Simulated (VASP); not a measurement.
Here is a VASP 6.6.1 calculation.

File INCAR:

```
PREC     = Accurate       # precision mode
ENCUT    = 500            # plane-wave cutoff, eV
EDIFF    = 1E-6           # SCF threshold, eV
ISMEAR   = 0              # smearing method
SIGMA    = 0.01           # smearing width, eV
LREAL    = False          # projectors in reciprocal space
LASPH    = True           # aspherical terms in the spheres
NELM     = 200            # most SCF steps
ALGO     = Normal         # electronic algorithm
ISIF     = 2              # what is computed and relaxed
LWAVE    = False          # write WAVECAR
LCHARG   = True           # write CHGCAR
LNONCOLLINEAR= True           # non-collinear magnetism
MAGMOM   = 0 0 0.5 0 0 0  # initial moments
LORBIT   = 11             # projections on sites
LVHAR    = True         
NBANDS   = 30             # bands
GGA_COMPAT= False
```

KPOINTS

```
Automatic mesh
0
Gamma
  6 6 6
```

POSCAR

```
HgSe
1.0
    0.0000000000      3.0333622719      3.0333622719
    3.0333622719      0.0000000000      3.0333622719
    3.0333622719      3.0333622719      0.0000000000
Hg Se
1 1
Direct
    0.0000000000      0.0000000000      0.0000000000
    0.7500000000      0.7500000000      0.7500000000
```

Potentials or basis: VASP PAW LDA potentials, release 64 (Hg, Se).

The run is started by

```bash
$ cat potpaw_LDA.64/Hg/POTCAR potpaw_LDA.64/Se/POTCAR > POTCAR
$ mpirun -np 1 vasp_ncl > vasp.out
```

Problem. Predict the band gap on the k mesh.

Solution. Zero (filled and empty bands touch).

Problem. What does it give for the net moment?

Solution. 0.00 μB per cell.

Problem. Estimate the pressure.

Solution. 0.5 GPa.

Moments on the atoms (μB; x, y, z):
```
Hg  0.00 0.00 0.00
Se  0.00 0.00 0.00
```

Caveat: spin-orbit coupling is left out, which moves the levels of the heavy elements.
